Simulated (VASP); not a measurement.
Crystal: ZnS.

```
Zn S
1.0
     0.00000    2.67826    2.67826
     2.67826    0.00000    2.67826
     2.67826    2.67826    0.00000
Zn S
1 1
Direct
  0.00000 0.00000 0.00000
  0.83084 0.72305 0.72305
```

This cell differs from its parent crystal: all S atoms moved -0.250 Å, as atom 2 towards its neighbour atom 1 (Zn) at 2.319 Å.

Base run:

* Program: VASP 6.6.1
* Functional: PBEsol
* Potentials or basis: VASP PAW PBE potentials, release 64 (Zn, S)
* Cutoff: 520 eV
* k mesh: 10 × 10 × 10
* Occupations: gaussian, width 0.05 eV
* Spin: no spin polarisation

Its results: band gap on the k mesh 2.04 eV; pressure 1.7 GPa; largest force 0.843 eV/Å.

**Question.** The run is repeated on the same cell with these changes: dispersion from none to D4. What comes out?

**Answer.** Band gap on the k mesh 2.04 eV; pressure 0.3 GPa; largest force 0.842 eV/Å.

Dispersion adds attraction, which lowers the pressure at fixed volume and, as a term added to the energy, leaves the levels alone.

Caveats: the PAW data sets were made with another functional, which shifts forces and pressure a little.

